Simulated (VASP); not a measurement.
# CaC2 (R-3m) in VASP: a series of runs, part 2 of 2

VASP 6.6.1. Earlier steps stand in the parts before.

**3. Vibrations by perturbation theory, LDA**

This run uses another cell than the first one, of 15.58 Å³/atom.

Input file INCAR:

```
SYSTEM = CaC2
  ALGO = Normal
  EDIFF = 1E-8
  ENCUT = 520
  GGA = CA
  IBRION = 8
  ISIF = 2
  ISMEAR = 0
  LASPH = .TRUE.
  LCHARG = .TRUE.
  LEPSILON = .TRUE.
  LREAL = .FALSE.
  LWAVE = .FALSE.
  NBANDS = 16
  NELM = 100
  NSW = 1
  PREC = Accurate
  SIGMA = 0.01
```

Input file KPOINTS:

```
k-points
0
G
  9 9 9
  0 0 0
```

Input file POSCAR:

```
CaC2
1.0
    1.8756916451      1.0829310762      3.8352268269
   -1.8756916451      1.0829310762      3.8352268269
    0.0000000000     -2.1658621525      3.8352268269
Ca C
1 2
Direct
    0.0000000000      0.0000000000      0.0000000000
    0.5540725061      0.5540725061      0.5540725061
    0.4459274939      0.4459274939      0.4459274939
```

Potentials or basis: VASP PAW LDA potentials, release 64 (Ca_sv, C).

On the command line:

```
$ cat potpaw_LDA.64/Ca_sv/POTCAR potpaw_LDA.64/C/POTCAR > POTCAR
$ mpirun -np 1 vasp_std > vasp.out
```

OUTCAR:

```text
SYSTEM = CaC2
   EDIFF = 1E-8
   ENCUT = 520
   GGA = CA
   IBRION = 8
   ISIF = 2
   ISMEAR = 0
   LASPH = .TRUE.
   LEPSILON = .TRUE.
   LREAL = .FALSE.
   NELM = 100
   NSW = 1
   PREC = Accurate

 ion  position               nearest neighbor table
   1  0.000  0.000  0.000-   2 2.52   2 2.52   3 2.52   3 2.52   2 2.52   3 2.52
   2  0.554  0.554  0.554-   3 1.24   1 2.52   1 2.52   1 2.52
   3  0.446  0.446  0.446-   2 1.24   1 2.52   1 2.52   1 2.52

  LATTYP: Found a trigonal (rhomboedric) cell.
 ALAT       =     4.4045344450
 COS(alpha) =     0.6372955682

  Lattice vectors:

 A1 = (   1.8756916451,   1.0829310762,   3.8352268269)
 A2 = (  -1.8756916451,   1.0829310762,   3.8352268269)
 A3 = (   0.0000000000,  -2.1658621525,   3.8352268269)

Analysis of symmetry for initial positions (statically):
=====================================================================
 Subroutine PRICEL returns:
 Original cell was already a primitive cell.

 Routine SETGRP: Setting up the symmetry group for a
 trigonal (rhombohedral) supercell.

 Subroutine GETGRP returns: Found 12 space group operations
 (whereof 12 operations were pure point group operations)
 out of a pool of 12 trial point group operations.

The static configuration has the point symmetry D_3d.

Analysis of symmetry for dynamics (positions and initial velocities):
=====================================================================
 Subroutine PRICEL returns:
 Original cell was already a primitive cell.

 Routine SETGRP: Setting up the symmetry group for a
 trigonal (rhombohedral) supercell.

 Subroutine GETGRP returns: Found 12 space group operations
 (whereof 12 operations were pure point group operations)
 out of a pool of 12 trial point group operations.

The dynamic configuration has the point symmetry D_3d.

 Subroutine INISYM returns: Found 12 space group operations
 (whereof 12 operations are pure point group operations),
 and found     1 'primitive' translations

----------------------------------------------------------------------------------------

                                     Primitive cell

  volume of cell :      46.7417

  direct lattice vectors                    reciprocal lattice vectors
     1.875691645  1.082931076  3.835226827     0.266568336  0.153903300  0.086913590
    -1.875691645  1.082931076  3.835226827    -0.266568336  0.153903300  0.086913590
     0.000000000 -2.165862152  3.835226827     0.000000000 -0.307806601  0.086913590

  length of vectors
     4.404534445  4.404534445  4.404534445     0.319841954  0.319841954  0.319841954

[... 675 lines left out ...]
 Free energy of the ion-electron system (eV)
  ---------------------------------------------------
  ---------------------------------------------------
  free energy    TOTEN  =        -0.14039198 eV

  energy without entropy =       -0.14039198

------------------------ aborting loop because EDIFF is reached ----------------------------------------

 INTERNAL STRAIN TENSOR  FOR ION    2  DIRECTION 3   (eV/Angst):
 -----------------------------------------------------------------------------
     5.64651  0.00000  0.00000
     0.00000  5.64651  0.00000
    -0.00000  0.00000-99.00624

 MACROSCOPIC STATIC DIELECTRIC TENSOR (including local field effects in DFT)
 ------------------------------------------------------
           3.630789     0.000000     0.000000
           0.000000     3.630789    -0.000000
           0.000000    -0.000000     4.881009
 ------------------------------------------------------

 PIEZOELECTRIC TENSOR (including local field effects)  for field in x, y, z        (e  Angst)
          XX          YY          ZZ          XY          YZ          ZX
  --------------------------------------------------------------------------------
  x     0.00000     0.00000     0.00000     0.00000     0.00000     0.00000
  y     0.00000     0.00000     0.00000     0.00000     0.00000     0.00000
  z     0.00000     0.00000     0.00000     0.00000     0.00000     0.00000

 PIEZOELECTRIC TENSOR (including local field effects)  for field in x, y, z        (C/m^2)
          XX          YY          ZZ          XY          YZ          ZX
  --------------------------------------------------------------------------------
  x     0.00000     0.00000     0.00000     0.00000     0.00000     0.00000
  y     0.00000     0.00000     0.00000     0.00000     0.00000     0.00000
  z     0.00000     0.00000     0.00000     0.00000     0.00000     0.00000

 BORN EFFECTIVE CHARGES (including local field effects) (in |e|, cummulative output)
 ---------------------------------------------------------------------------------
 ion    1
    1     2.31384     0.00000     0.00000
    2     0.00000     2.31384    -0.00000
    3     0.00000    -0.00000     2.43744
 ion    2
    1    -1.15692     0.00000     0.00000
    2     0.00000    -1.15692     0.00000
    3     0.00000     0.00000    -1.21872
 ion    3
    1    -1.15692     0.00000     0.00000
    2     0.00000    -1.15692     0.00000
    3     0.00000     0.00000    -1.21872

 INTERNAL STRAIN TENSOR FOR ION    3 for displacements in x,y,z  (eV/Angst):
          X           Y           Z          XY          YZ          ZX
  --------------------------------------------------------------------------------
  x     0.00000    -0.00000     0.00000     1.49842     0.00000    -5.79785
  y     1.49842    -1.49842    -0.00000     0.00000    -6.19099     0.00000
  z    -5.64651    -5.64651    99.00624    -0.00000    -0.00000     0.00000

 SECOND DERIVATIVES (NOT SYMMETRIZED)
 ------------------------------------
               1X          1Y          1Z          2X          2Y          2Z          3X          3Y          3Z
  1X    -5.098112    0.000000    0.000000    2.549056    0.000000    0.000000    2.549056    0.000000    0.000000
  1Y     0.000000   -5.098112    0.000000    0.000000    2.549056   -0.000000    0.000000    2.549056   -0.000000
  1Z     0.000000    0.000000   -3.491888    0.000000   -0.000000    1.745944    0.000000   -0.000000    1.745944
  2X     2.550874    0.000000    0.000000   -2.870800    0.000000    0.000000    0.319926    0.000000    0.000000
  2Y     0.000000    2.550874   -0.000000   -0.000000   -2.870800    0.000000    0.000000    0.319926   -0.000000
  2Z     0.000000   -0.000000    1.752224    0.000000    0.000000  -84.597782    0.000000   -0.000000   82.845558
  3X     2.550874    0.000000    0.000000    0.319926    0.000000    0.000000   -2.870800    0.000000    0.000000
  3Y     0.000000    2.550874   -0.000000    0.000000    0.319926   -0.000000   -0.000000   -2.870800    0.000000
  3Z     0.000000   -0.000000    1.752224    0.000000   -0.000000   82.845558    0.000000    0.000000  -84.597782

 Eigenvectors and eigenvalues of the dynamical matrix
 ----------------------------------------------------

   1 f  =   58.370724 THz   366.754076 2PiTHz 1947.037777 cm-1   241.401809 meV
             X         Y         Z           dx          dy          dz
      0.000000  0.000000  0.000000     0.000000    0.000000    0.000000
      0.000000 -0.000000  6.374981     0.000000    0.000000   -0.707107
      0.000000 -0.000000  5.130699    -0.000000   -0.000000    0.707107
[... 43 lines left out ...]
   9 f/i=    0.006555 THz     0.041188 2PiTHz    0.218658 cm-1     0.027110 meV
             X         Y         Z           dx          dy          dz
      0.000000  0.000000  0.000000    -0.000000    0.000000   -0.791254
      0.000000 -0.000000  6.374981    -0.000000    0.000000   -0.432387
      0.000000 -0.000000  5.130699    -0.000000    0.000000   -0.432387

--------------------------------------------------------------------------------------------------------

 MACROSCOPIC STATIC DIELECTRIC TENSOR IONIC CONTRIBUTION
 ------------------------------------------------------
           4.064564    -0.000000    -0.000000
          -0.000000     4.064564    -0.000000
          -0.000000    -0.000000     6.578832
 ------------------------------------------------------

 ELASTIC MODULI CONTR FROM IONIC RELAXATION (kBar)
 Direction    XX          YY          ZZ          XY          YZ          ZX
 --------------------------------------------------------------------------------
 XX         -61.2941     35.1870    228.8817      0.0000    199.3149     -0.0000
 YY          35.1870    -61.2941    228.8817     -0.0000   -199.3149      0.0000
 ZZ         228.8817    228.8817  -4013.2229     -0.0000      0.0000      0.0000
 XY           0.0000     -0.0000     -0.0000    -48.2406     -0.0000    186.6578
 YZ         199.3149   -199.3149      0.0000     -0.0000   -823.5070      0.0000
 ZX          -0.0000      0.0000      0.0000    186.6578      0.0000   -722.2369
 --------------------------------------------------------------------------------

 PIEZOELECTRIC TENSOR IONIC CONTR  for field in x, y, z        (C/m^2)
          XX          YY          ZZ          XY          YZ          ZX
  --------------------------------------------------------------------------------
  x     0.00000     0.00000    -0.00000     0.00000    -0.00000    -0.00000
  y     0.00000    -0.00000    -0.00000     0.00000    -0.00000    -0.00000
  z     0.00000    -0.00000    -0.00000     0.00000    -0.00000    -0.00000
```

stdout:

```text
POSCAR found type information on POSCAR CaC
 POSCAR found :  2 types and       3 ions
 scaLAPACK will be used
 LDA part: xc-table for (Slater(with rela. corr.)+CA(PZ))
 , standard interpolation
 POSCAR, INCAR and KPOINTS ok, starting setup
 FFT: planning ... GRIDC
 FFT: planning ... GRID_SOFT
 FFT: planning ... GRID
[... 33 lines left out ...]
 first order change of Fermi-energy   0.22935E-03
 force on displaced ion       1 direction 3 :   0.000   0.000  -3.492
 Born effective charge ion    1 direction 3 :   0.000  -0.000   2.435
 Linear response progress:
 first order change of Fermi-energy   0.22056E+00
 force on displaced ion       2 direction 1 :  -2.870   0.002   0.000
 Born effective charge ion    2 direction 1 :  -1.157   0.000   0.000
 Linear response progress:
 first order change of Fermi-energy  -0.14582E+01
 force on displaced ion       2 direction 3 :   0.000   0.000 -84.598
 Born effective charge ion    2 direction 3 :   0.000   0.000  -1.218
 Born effective charges drift removed
 Linear response finished
```

Run time: 52 min. Hardware: 1 thread of Intel Xeon Platinum 8488C (Sapphire Rapids), shared host; peak memory 0.73 GiB.

What came out:

```yaml
Electronic_dielectric_tensor_diagonal: 3.63, 3.63, 4.88
Born_charges_mean_of_the_diagonal: Ca +2.36; C -1.18 e
Highest_phonon_frequency_at_Γ: 1947 cm⁻¹
```

Phonon frequencies in cm⁻¹ (negative: imaginary):
| q point | frequencies |
| --- | --- |
| (0.000, 0.000, 0.000) | 0 0 0 252 269 269 304 304 1947 |

Electronic dielectric tensor:
```
3.63 0.00 0.00
0.00 3.63 0.00
0.00 0.00 4.88
```

Born effective charge tensors (e):
atom 1, Ca
```
2.31 0.00 0.00
0.00 2.31 0.00
0.00 0.00 2.44
```
atom 2, C
```
-1.16  0.00  0.00
 0.00 -1.16  0.00
 0.00  0.00 -1.22
```
atom 3, C
```
-1.16  0.00  0.00
 0.00 -1.16  0.00
 0.00  0.00 -1.22
```

Caveat: the cell stands under pressure or tension, which shifts response properties.

**4. Vibrations by perturbation theory, LDA**

This run uses another cell than the first one, of 11.41 Å³/atom.

Input file INCAR:

```
SYSTEM = CaC2
ALGO = Normal
EDIFF = 1E-8
ENCUT = 520
IBRION = 8
ISIF = 2
ISMEAR = 0
LASPH = .True.
LCHARG = .True.
LEPSILON = .True.
LREAL = .False.
LWAVE = .False.
NELM = 100
NSW = 1
PREC = Accurate
SIGMA = 0.01
```

Input file KPOINTS:

```
k-points
0
Gamma
  9 9 9
  0 0 0
```

Input file POSCAR:

```
CaC2
1.0
    1.7369832149      1.0028477267      3.2750868054
   -1.7369832149      1.0028477267      3.2750868054
    0.0000000000     -2.0056954534      3.2750868054
Ca C
1 2
Direct
    0.0000000000      0.0000000000      0.0000000000
    0.5621815472      0.5621815472      0.5621815472
    0.4378184528      0.4378184528      0.4378184528
```

Potentials or basis: VASP PAW LDA potentials, release 64 (Ca_sv, C).

On the command line:

```
$ cat potpaw_LDA.64/Ca_sv/POTCAR potpaw_LDA.64/C/POTCAR > POTCAR
$ mpirun -np 1 vasp_std > vasp.out
```

OUTCAR:

```text
SYSTEM = CaC2
   EDIFF = 1E-8
   ENCUT = 520
   IBRION = 8
   ISIF = 2
   ISMEAR = 0
   LASPH = .True.
   LEPSILON = .True.
   LREAL = .False.
   NELM = 100
   NSW = 1
   PREC = Accurate

 ion  position               nearest neighbor table
   1  0.000  0.000  0.000-   2 2.25   3 2.25   2 2.25   2 2.25   3 2.25   3 2.25
   2  0.562  0.562  0.562-   3 1.22   1 2.25   1 2.25   1 2.25
   3  0.438  0.438  0.438-   2 1.22   1 2.25   1 2.25   1 2.25

  LATTYP: Found a trigonal (rhomboedric) cell.
 ALAT       =     3.8404437028
 COS(alpha) =     0.5908727255

  Lattice vectors:

[... 716 lines left out ...]
  1Z     0.000000    0.000000   -6.257977    0.000000    0.000000    3.128989    0.000000    0.000000    3.128989
  2X     7.727041    0.000000    0.000000   -8.236187    0.000000   -0.000000    0.509146    0.000000   -0.000000
  2Y     0.000000    7.727041   -0.000000    0.000000   -8.236187    0.000000    0.000000    0.509146   -0.000000
  2Z     0.000000    0.000000    3.120217    0.000000    0.000000  -95.653949    0.000000    0.000000   92.533732
  3X     7.727041    0.000000    0.000000    0.509146    0.000000   -0.000000   -8.236187    0.000000   -0.000000
  3Y     0.000000    7.727041   -0.000000    0.000000    0.509146   -0.000000    0.000000   -8.236187    0.000000
  3Z     0.000000    0.000000    3.120217    0.000000    0.000000   92.533732    0.000000    0.000000  -95.653949

 Eigenvectors and eigenvalues of the dynamical matrix
 ----------------------------------------------------

   1 f  =   61.880916 THz   388.809265 2PiTHz 2064.125191 cm-1   255.918792 meV
             X         Y         Z           dx          dy          dz
      0.000000  0.000000  0.000000     0.000000   -0.000000    0.000000
      0.000000  0.000000  5.523580     0.000000   -0.000000   -0.707107
      0.000000  0.000000  4.301680    -0.000000    0.000000    0.707107
[... 43 lines left out ...]
   9 f/i=    0.006853 THz     0.043057 2PiTHz    0.228581 cm-1     0.028340 meV
             X         Y         Z           dx          dy          dz
      0.000000  0.000000  0.000000     0.000000    0.000000    0.790306
      0.000000  0.000000  5.523580     0.000000    0.000000    0.433253
      0.000000  0.000000  4.301680     0.000000    0.000000    0.433253

--------------------------------------------------------------------------------------------------------

 MACROSCOPIC STATIC DIELECTRIC TENSOR IONIC CONTRIBUTION
 ------------------------------------------------------
           1.941590    -0.000000     0.000000
          -0.000000     1.941590    -0.000000
           0.000000    -0.000000     3.984341
 ------------------------------------------------------

 ELASTIC MODULI CONTR FROM IONIC RELAXATION (kBar)
 Direction    XX          YY          ZZ          XY          YZ          ZX
 --------------------------------------------------------------------------------
 XX        -780.9803    676.2206    563.7582      0.0000   1177.4434     -0.0000
 YY         676.2206   -780.9803    563.7582     -0.0000  -1177.4434      0.0000
 ZZ         563.7582    563.7582  -6067.6614      0.0000     -0.0000     -0.0000
 XY           0.0000     -0.0000      0.0000   -728.6004     -0.0000   1119.5622
 YZ        1177.4434  -1177.4434     -0.0000     -0.0000  -1902.7892      0.0000
 ZX          -0.0000      0.0000     -0.0000   1119.5622      0.0000  -1720.3113
 --------------------------------------------------------------------------------

 PIEZOELECTRIC TENSOR IONIC CONTR  for field in x, y, z        (C/m^2)
          XX          YY          ZZ          XY          YZ          ZX
  --------------------------------------------------------------------------------
  x    -0.00000     0.00000     0.00000    -0.00000     0.00000     0.00000
  y     0.00000    -0.00000     0.00000     0.00000    -0.00000    -0.00000
  z     0.00000    -0.00000    -0.00000    -0.00000    -0.00000     0.00000
```

Wall time 26 min (1 thread of Intel Xeon Platinum 8488C (Sapphire Rapids), shared host); peak memory 0.48 GiB.

What came out:

| Property | Result |
| --- | --- |
| Electronic dielectric tensor (diagonal) | 4.98, 4.98, 6.40 |
| Born charges (mean of the diagonal) | Ca +2.31; C -1.16 e |
| Highest phonon frequency at Γ | 2064 cm⁻¹ |

Phonon frequencies in cm⁻¹ (negative: imaginary):
```tsv
q point	frequencies
(0.000, 0.000, 0.000)	0 0 0 336 445 445 529 529 2064
```

Electronic dielectric tensor:
```
4.98 0.00 0.00
0.00 4.98 0.00
0.00 0.00 6.40
```

Born effective charge tensors (e):
atom 1, Ca
```
2.38 0.00 0.00
0.00 2.38 0.00
0.00 0.00 2.17
```
atom 2, C
```
-1.19  0.00  0.00
 0.00 -1.19  0.00
 0.00  0.00 -1.09
```
atom 3, C
```
-1.19  0.00  0.00
 0.00 -1.19  0.00
 0.00  0.00 -1.09
```

Caveat: the cell stands under pressure or tension, which shifts response properties.
